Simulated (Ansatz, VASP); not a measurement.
# Two plane-wave programs on ZnF2

```xyz
6
Lattice="4.7034 0.0000 0.0000 0.0000 4.7034 0.0000 0.0000 0.0000 3.1268" Properties=species:S:1:pos:R:3 pbc="T T T"
Zn    0.0000    0.0000    0.0000
Zn    2.3517    2.3517    1.5634
F     1.4260    1.4260    0.0000
F     0.9257    3.7777    1.5634
F     3.2773    3.2773    0.0000
F     3.7777    0.9257    1.5634
```

Alike in both runs: task single point; functional r2SCAN; k mesh 6 × 6 × 8; no spin polarisation.

|  | VASP | Ansatz |
| --- | --- | --- |
| version | VASP 6.6.1 | Ansatz 0.2.0 |
| potentials or method | VASP PAW PBE potentials, release 64 (Zn, F) | plane waves, PAW |
| plane-wave cutoff (eV) | 660 | 500 |
| occupations | gaussian, width 0.01 eV | fixed |
| valence electrons in the cell | 52 | 52 |

```tsv
	VASP	Ansatz	Ansatz less VASP
gap on the k mesh at the Fermi level (eV)	4.22	4.28	+0.059
pressure (GPa)	0.3	0.0	-0.33
traceless stress, the component that is largest in VASP (GPa)	0.16	0.00	-0.164
rms of the force components (eV/Å)	0.007	0.000	-0.0068
```

VASP's potentials were made for PBE, not for r2SCAN. Atom by atom the forces differ by 0.007 eV/Å (rms over components).
